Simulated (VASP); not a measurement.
BaTiO3:

```
Ba Ti O
1.0
     4.02629    0.00000    0.00000
     0.00000    4.02629    0.00000
     0.00000    0.00000    4.04461
Ba Ti O
1 1 3
Direct
  0.00000 0.00000 0.00000
  0.50000 0.50000 0.49000
  0.00000 0.50000 0.51700
  0.50000 0.00000 0.51700
  0.50000 0.50000 0.01900
```

Base run:

* Program: VASP 6.6.1
* Functional: PBE
* Potentials or basis: VASP PAW PBE potentials, release 64 (Ba_sv, Ti_sv, O)
* Cutoff: 520 eV
* k mesh: 7 × 7 × 7
* Occupations: fermi-dirac, width 0.05 eV
* Spin: no spin polarisation

Its results: band gap on the k mesh 1.82 eV, indirect (least direct gap 2.03 eV); pressure 0.8 GPa; largest force 0.393 eV/Å.

Q: The run is repeated on the same cell with these changes: functional from PBE to r2SCAN. What comes out?

A: Band gap on the k mesh 2.21 eV, indirect (least direct gap 2.42 eV); pressure -2.3 GPa; largest force 0.426 eV/Å.

r2SCAN gives the wider gap, since meta-GGAs in the generalised Kohn-Sham scheme recover part of the derivative discontinuity.

Caveats: spin-orbit coupling is left out, which moves the levels of the heavy elements; the PAW data sets were made with another functional, which shifts forces and pressure a little (some runs).

A k mesh can miss the band edges.
